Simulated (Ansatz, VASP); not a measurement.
## Si in VASP and in Ansatz

```
Si
1.0
    -2.19635    2.35386    1.27676
     2.23460   -2.31561    1.27324
     2.26740    2.38314   -1.20571
Si
2
Direct
  0.80700 0.55700 0.25000
  0.19300 0.44300 0.75000
```

Change from the starting cell: equal xy, yz and zx shear strains of +3 %.

Alike in both runs: task single point; functional LDA; k mesh 16 × 16 × 16; occupations fermi-dirac, width 0.05 eV; no spin polarisation.

```csv
,VASP,Ansatz
version,VASP 6.6.1,Ansatz 0.2.0
potentials or method,"VASP PAW LDA potentials, release 64 (Si), cutoff 520 eV","all-electron LAPW, scalar-relativistic"
```

|  | VASP | Ansatz | Ansatz less VASP |
| --- | --- | --- | --- |
| pressure (GPa) | 11.0 | 10.8 | -0.16 |
| traceless stress, the component that is largest in VASP (GPa) | -2.19 | -2.19 | -0.002 |
| rms of the force components (eV/Å) | 0.055 | 0.054 | -0.0009 |

LDA's correlation is that of Perdew and Zunger in VASP and of Perdew and Wang (1992) in Ansatz. Atom by atom the forces differ by 0.001 eV/Å (rms over components). Ansatz ran all-electron here, and VASP with PAW potentials.
